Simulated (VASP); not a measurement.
# InSe (P6_3/mmc) in VASP: single point with PBE

Aim: the single point of InSe with PBE.

All numbers are computed with VASP 6.6.1; they aren't measurements. Logs are shortened: lines on timing, memory, paths and dates and some standing lists are left out, and cuts for length are marked.

### Step 1. The cell of the first run

Symmetry: P6_3/mmc, No. 194, hexagonal system. Conventional cell: a = 4.050 Å, b = 4.050 Å, c = 16.930 Å, α = 90.00°, β = 90.00°, γ = 120.00°. Within 3.3 Å of In (site symmetry 3m) lie 3 Se at 2.52 Å and 1 In at 3.15 Å. Se (site symmetry 3m) has 3 In at 2.52 Å within 3.3 Å.

### Step 2. Single point, PBE

File INCAR:

```
PREC = Accurate
ENCUT = 520
EDIFF = 1E-6
ISMEAR = 0
SIGMA = 0.15
LREAL = F
LASPH = T
NELM = 60
ALGO = Normal
ISIF = 2
LWAVE = F
LCHARG = T
GGA = PE
LELF = T
LVHAR = T
NBANDS = 48
```

File KPOINTS:

```
regular mesh
0
Gamma
  12 12 4
```

File POSCAR:

```
InSe
1.0
    4.0499987506      0.0000000000      0.0000000000
   -2.0249993753      3.5074018033      0.0000000000
    0.0000000000      0.0000000000     16.9300000000
In Se
4 4
Direct
    0.3333333333      0.6666666667      0.1570000000
    0.6666666667      0.3333333333      0.6570000000
    0.3333333333      0.6666666667      0.3430000000
    0.6666666667      0.3333333333      0.8430000000
    0.3333333333      0.6666666667      0.6020000000
    0.6666666667      0.3333333333      0.1020000000
    0.3333333333      0.6666666667      0.8980000000
    0.6666666667      0.3333333333      0.3980000000
```

Potentials or basis: VASP PAW PBE potentials, release 64 (In_d, Se).

Started as:

```bash
cat potpaw_PBE.64/In_d/POTCAR potpaw_PBE.64/Se/POTCAR > POTCAR
mpirun -np 1 vasp_std > vasp.out
```

OUTCAR:

```text
PREC = Accurate
   ENCUT = 520
   EDIFF = 1E-6
   ISMEAR = 0
   LREAL = F
   LASPH = T
   NELM = 60
   ISIF = 2
   GGA = PE

 ion  position               nearest neighbor table
   1  0.333  0.667  0.157-   6 2.52   6 2.52   6 2.52   3 3.15
   2  0.667  0.333  0.657-   5 2.52   5 2.52   5 2.52   4 3.15
   3  0.333  0.667  0.343-   8 2.52   8 2.52   8 2.52   1 3.15
   4  0.667  0.333  0.843-   7 2.52   7 2.52   7 2.52   2 3.15
   5  0.333  0.667  0.602-   2 2.52   2 2.52   2 2.52
   6  0.667  0.333  0.102-   1 2.52   1 2.52   1 2.52
   7  0.333  0.667  0.898-   4 2.52   4 2.52   4 2.52
   8  0.667  0.333  0.398-   3 2.52   3 2.52   3 2.52

  LATTYP: Found a hexagonal cell.
 ALAT       =     4.0499987506
 C/A-ratio  =     4.1802482032

  Lattice vectors:

 A1 = (   4.0499987506,   0.0000000000,   0.0000000000)
 A2 = (  -2.0249993753,   3.5074018033,   0.0000000000)
 A3 = (   0.0000000000,   0.0000000000,  16.9300000000)

Analysis of symmetry for initial positions (statically):
=====================================================================
 Subroutine PRICEL returns:
 Original cell was already a primitive cell.

 Routine SETGRP: Setting up the symmetry group for a
 hexagonal supercell.

 Subroutine GETGRP returns: Found 24 space group operations
 (whereof 12 operations were pure point group operations)
 out of a pool of 24 trial point group operations.

The static configuration has the point symmetry D_3d.
 The point group associated with its full space group is D_6h.

Analysis of symmetry for dynamics (positions and initial velocities):
=====================================================================
 Subroutine PRICEL returns:
 Original cell was already a primitive cell.

 Routine SETGRP: Setting up the symmetry group for a
 hexagonal supercell.

 Subroutine GETGRP returns: Found 24 space group operations
 (whereof 12 operations were pure point group operations)
 out of a pool of 24 trial point group operations.

The dynamic configuration has the point symmetry D_3d.
 The point group associated with its full space group is D_6h.

 Subroutine INISYM returns: Found 24 space group operations
 (whereof 12 operations are pure point group operations),
 and found     1 'primitive' translations

----------------------------------------------------------------------------------------

                                     Primitive cell

  volume of cell :     240.4902

  direct lattice vectors                    reciprocal lattice vectors
     4.049998751  0.000000000  0.000000000     0.246913656  0.142555666  0.000000000
    -2.024999375  3.507401803  0.000000000     0.000000000  0.285111332  0.000000000
     0.000000000  0.000000000 16.930000000     0.000000000  0.000000000  0.059066745

  length of vectors
     4.049998751  4.049998751 16.930000000     0.285111332  0.285111332  0.059066745

  position of ions in fractional coordinates (direct lattice)
     0.333333333  0.666666667  0.157000000
     0.666666667  0.333333333  0.657000000
     0.333333333  0.666666667  0.343000000
     0.666666667  0.333333333  0.843000000
     0.333333333  0.666666667  0.602000000
     0.666666667  0.333333333  0.102000000
     0.333333333  0.666666667  0.898000000
     0.666666667  0.333333333  0.398000000

  ion indices of the primitive-cell ions
   primitive index   ion index
                 1           1
                 2           2
                 3           3
                 4           4
                 5           5
                 6           6
                 7           7
                 8           8

----------------------------------------------------------------------------------------

 KPOINTS: regular mesh

Automatic generation of k-mesh.
 Grid dimensions read from file:
 generate k-points for:   12   12    4

 Generating k-lattice:

  Cartesian coordinates                     Fractional coordinates (reciprocal lattice)
     0.020576138  0.011879639  0.000000000     0.083333333  0.000000000  0.000000000
     0.000000000  0.023759278  0.000000000     0.000000000  0.083333333  0.000000000
     0.000000000  0.000000000  0.014766686     0.000000000  0.000000000  0.250000000

  Length of vectors
     0.023759278  0.023759278  0.014766686

  Shift w.r.t. Gamma in fractional coordinates (k-lattice)
     0.000000000  0.000000000  0.000000000

 Subroutine IBZKPT returns following result:
 ===========================================

 Found     57 irreducible k-points:

 Following reciprocal coordinates:
            Coordinates               Weight
  0.000000  0.000000  0.000000      1.000000
  0.083333  0.000000  0.000000      6.000000
  0.166667  0.000000  0.000000      6.000000
  0.250000  0.000000  0.000000      6.000000
  0.333333  0.000000  0.000000      6.000000
  0.416667  0.000000  0.000000      6.000000
[... 16 lines left out ...]
  0.250000  0.000000  0.250000     12.000000
  0.333333  0.000000  0.250000     12.000000
 [... further k-points ...]
   k-points           NKPTS =     57   k-points in BZ     NKDIM =     57   number of bands    NBANDS=     48
   number of dos      NEDOS =    301   number of ions     NIONS =      8
   total plane-waves  NPLWV = 113400
   dimension x,y,z NGX =    30 NGY =   30 NGZ =  126
   dimension x,y,z NGXF=    60 NGYF=   60 NGZF=  252
   ions per type =               4   4
   NGX,Y,Z   is equivalent  to a cutoff of  12.31, 12.31, 12.37 a.u.
   NGXF,Y,Z  is equivalent  to a cutoff of  24.63, 24.63, 24.75 a.u.
 SYSTEM =  unknown system
   PREC   = accura    normal or accurate (medium, high low for compatibility)
   ISTART =      0    job   : 0-new  1-cont  2-samecut
   ICHARG =      2    charge: 1-file 2-atom 10-const
   ISPIN  =      1    spin polarized calculation?
   LNONCOLLINEAR =      F non collinear calculations
   LSORBIT =      F    spin-orbit coupling
   LASPH  =      T    aspherical Exc in radial PAW
   ENCUT  =  520.0 eV  38.22 Ry    6.18 a.u.   7.53  7.53 31.48*2*pi/ulx,y,z
   NELM   =     60;   NELMIN=  2; NELMDL= -5     # of ELM steps
   EDIFF  = 0.1E-05   stopping-criterion for ELM
   LREAL  =      F    real-space projection
   EDIFFG = 0.1E-04   stopping-criterion for IOM
   NSW    =      0    number of steps for IOM
   IBRION =     -1    ionic relax: 0-MD 1-quasi-New 2-CG
   NFREE  =      0    steps in history (QN), initial steepest desc. (CG)
   ISIF   =      2    stress and relaxation
   ISYM   =      2    0-nonsym 1-usesym 2-fastsym
   POTIM  = 0.5000    time-step for ionic-motion
   TEBEG  =    0.0;   TEEND  =   0.0 temperature during run
   PSTRESS=    0.0 pullay stress
   NELECT =      76.0000    total number of electrons
   NUPDOWN=      -1.0000    fix difference up-down
   EMIN   =  10.00;   EMAX   =-10.00  energy-range for DOS
   EFERMI =   0.00;   METHOD = LEGACY
   ISMEAR =     0;   SIGMA  =   0.15  broadening in eV -4-tet -1-fermi 0-gaus
   EFERMI_NEDOS =   21; number of points for ismear=-14 and -15
   IALGO  =     38    algorithm
   IMIX   =      4    mixing-type and parameters
     AMIX     =   0.40;   BMIX     =  1.00
     AMIX_MAG =   1.60;   BMIX_MAG =  1.00
  volume/ion in A,a.u.               =      30.06       202.86
  Fermi-wavevector in a.u.,A,eV,Ry     =   1.115099  2.107232 16.918118  1.243447
  Thomas-Fermi vector in A             =   2.251701
   LORBIT       =      0    0 simple, 1 ext, 2 COOP (PROOUT), +10 PAW based schemes
   GGA     = PE    functional components
   LHFCALC =     F    Hartree Fock is set to
   AEXX    =    0.0000 exact exchange contribution
   IVDW    =     0    specifies the selected vdW correction
   LEPSILON=     F    determine dielectric tensor
   LRPA    =     F    only Hartree local field effects (RPA)
 non-spin polarized calculation
 Gauss-broadening in eV      SIGMA  =   0.15
  energy-cutoff  :      520.00
  volume of cell :      240.49
 maximum number of plane-waves:      6531
   NGX = 15   NGY = 15   NGZ = 63

 number of electron      76.0000004 magnetization

 Free energy of the ion-electron system (eV)
  ---------------------------------------------------
  ext. energy  EPLUGINS =         0.00000000
  ---------------------------------------------------
  free energy    TOTEN  =       -26.50609110 eV

  energy without entropy =      -26.50325679  energy(sigma->0) =      -26.50467395

 E-fermi :   4.3738     XC(G=0):  -8.6741

 val. band max:        4.2913905790   @ k =   0.0833   0.0000   0.0000
 cond. band min:       4.3841622680   @ k =   0.0000   0.0000   0.2500
 fundamental gap:      0.0927716890
 Fermi energy:         4.3738054089

 k-point     1 :       0.0000    0.0000    0.0000
  band No.  band energies     occupation
      1     -11.0007      2.00000
      2     -10.9895      2.00000
      3     -10.9009      2.00000
      4     -10.8834      2.00000
      5     -10.8037      2.00000
      6     -10.8037      2.00000
[... 40 lines left out ...]
     47       8.7051      0.00000
     48       8.7060      0.00000

 k-point     2 :       0.0833    0.0000    0.0000
  band No.  band energies     occupation
      1     -11.0406      2.00000
      2     -11.0287      2.00000
      3     -10.9751      2.00000
      4     -10.9600      2.00000
      5     -10.7979      2.00000
      6     -10.7976      2.00000
[... 40 lines left out ...]
     47       8.4533      0.00000
     48       8.7053      0.00000

 k-point     3 :       0.1667    0.0000    0.0000
  band No.  band energies     occupation
      1     -11.1204      2.00000
      2     -11.1080      2.00000
      3     -11.0800      2.00000
      4     -11.0656      2.00000
      5     -10.7826      2.00000
      6     -10.7822      2.00000
[... 40 lines left out ...]
     47       8.6531      0.00000
     48       8.7512      0.00000

 k-point     4 :       0.2500    0.0000    0.0000
  band No.  band energies     occupation
      1     -11.2010      2.00000
      2     -11.1895      2.00000
      3     -11.1717      2.00000
      4     -11.1590      2.00000
      5     -10.7629      2.00000
      6     -10.7624      2.00000
[... 958 lines left out ...]
     47       8.6653      0.00000
     48       8.7342      0.00000

 k-point    23 :       0.2500    0.0000    0.2500
  band No.  band energies     occupation
      1     -11.1998      2.00000
      2     -11.1920      2.00000
      3     -11.1690      2.00000
      4     -11.1604      2.00000
      5     -10.7628      2.00000
      6     -10.7625      2.00000
[... 40 lines left out ...]
     47       9.1160      0.00000
     48       9.1344      0.00000

 k-point    24 :       0.3333    0.0000    0.2500
  band No.  band energies     occupation
      1     -11.2647      2.00000
      2     -11.2585      2.00000
      3     -11.2390      2.00000
      4     -11.2322      2.00000
      5     -10.7448      2.00000
      6     -10.7445      2.00000
[... 40 lines left out ...]
     47       9.3046      0.00000
     48       9.4458      0.00000

 [... further k-points ...]
[... 5 lines left out ...]
  --------------------------------------------------------------------------------------
  -------------------------------------------------------------------------------------
  Total       15.8158722     15.8158722      2.7965050      0.0000000     -0.0000000      0.0000000
  in kB      105.3674237    105.3674237     18.6306845      0.0000000     -0.0000000      0.0000000
  external PRESSURE =      76.4551773 kB  Pullay stress =       0.0000000 kB

 VOLUME and BASIS-vectors are now :
 -----------------------------------------------------------------------------
  energy-cutoff  :      520.00
  volume of cell :      240.49
      direct lattice vectors                 reciprocal lattice vectors
     4.049998751  0.000000000  0.000000000     0.246913656  0.142555666  0.000000000
    -2.024999375  3.507401803  0.000000000     0.000000000  0.285111332  0.000000000
     0.000000000  0.000000000 16.930000000     0.000000000  0.000000000  0.059066745

 POSITION                                       TOTAL-FORCE (eV/Angst)
 -----------------------------------------------------------------------------------
     -0.00000      2.33827      2.65801        -0.000000      0.000000      2.893732
      2.02500      1.16913     11.12301         0.000000      0.000000      2.893732
     -0.00000      2.33827      5.80699        -0.000000      0.000000     -2.893732
      2.02500      1.16913     14.27199         0.000000      0.000000     -2.893732
     -0.00000      2.33827     10.19186         0.000000      0.000000     -2.024785
      2.02500      1.16913      1.72686         0.000000     -0.000000     -2.024785
     -0.00000      2.33827     15.20314        -0.000000      0.000000      2.024785
      2.02500      1.16913      6.73814        -0.000000     -0.000000      2.024785
 -----------------------------------------------------------------------------------
    total drift:                               -0.000000     -0.000000      0.000000

  FREE ENERGIE OF THE ION-ELECTRON SYSTEM (eV)
  ---------------------------------------------------
  free  energy   TOTEN  =       -26.5060910999 eV

  energy  without entropy=      -26.5032567905  energy(sigma->0) =      -26.50467395
```

It took 7.4 min on 1 thread of Intel Xeon 6975P-C (Granite Rapids), shared host; peak memory 0.64 GiB.

Results:

- Free energy: -26.5061 eV
- Pressure: 7.6 GPa
- Largest force: 2.894 eV/Å
- Band gap on the k mesh: zero (band 38 reaches 4.29 eV, above the bottom of band 39 at 4.22 eV)

Forces in eV/Å, atoms in the order of the input:
```
In   0.000  0.000  2.894
In   0.000  0.000  2.894
In   0.000  0.000 -2.894
In   0.000  0.000 -2.894
Se   0.000  0.000 -2.025
Se   0.000  0.000 -2.025
Se   0.000  0.000  2.025
Se   0.000  0.000  2.025
```

Levels at points of the mesh, in eV from the Fermi level:
```csv
k point,band 34,band 35,band 36,band 37,band 38,band 39,band 40,band 41,band 42,band 43
"(0.00, 0.00, 0.00)",-2.31,-2.25,-2.25,-1.45,-0.46,-0.16,0.31,1.13,1.49,3.69
"(0.50, 0.00, 0.00)",-3.28,-3.03,-2.66,-1.59,-1.09,0.84,1.00,1.26,1.33,2.92
"(0.00, 0.00, 0.50)",-2.28,-2.28,-2.28,-1.04,-1.04,0.18,0.18,1.31,1.31,3.75
"(0.50, 0.00, 0.50)",-3.40,-2.79,-2.79,-1.35,-1.35,1.08,1.08,1.16,1.16,2.90
```

Caveat: spin-orbit coupling is left out, which moves the levels of the heavy elements; forces of over 1 eV/Å act on the atoms, so gaps and moduli don't describe the material at rest.
